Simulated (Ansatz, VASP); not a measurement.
Two plane-wave programs on AlNi

```
Al Ni
1.0
     0.00000   -2.86182    0.00000
     0.00000    0.00000   -2.86182
     8.88547    0.00000    0.00000
Al Ni
3 3
Direct
  0.00000 0.00000 0.08052
  0.00000 0.00000 0.40260
  0.00000 0.00000 0.72468
  0.50000 0.50000 0.88572
  0.50000 0.50000 0.24156
  0.50000 0.50000 0.56364
```

Alike in both runs: task single point; functional PBEsol; k mesh 15 × 15 × 5; occupations gaussian, width 0.15 eV; no spin polarisation.

|  | VASP | Ansatz |
| --- | --- | --- |
| version | VASP 6.6.1 | Ansatz 0.2.0 |
| potentials or method | VASP PAW PBE potentials, release 64 (Al, Ni), cutoff 520 eV | scalar-relativistic, plane waves, PAW |
| valence electrons in the cell | 39 | 63 |

|  | VASP | Ansatz | Ansatz less VASP |
| --- | --- | --- | --- |
| gap on the k mesh at the Fermi level (eV) | none | none | - |
| pressure (GPa) | -4.2 | -4.4 | -0.23 |
| traceless stress, the component that is largest in VASP (GPa) | -1.17 | -1.13 | +0.031 |
| rms of the force components (eV/Å) | 0.309 | 0.308 | -0.0012 |

VASP's potentials were made for PBE, not for PBEsol, and Ansatz warns of the same on its side. Atom by atom the forces differ by 0.002 eV/Å (rms over components). A gap of «none» marks a metal or a gap that the smearing closes. VASP's potentials hold 39 valence electrons a cell and Ansatz's 63, so a difference there can come from the potentials and not from the codes.
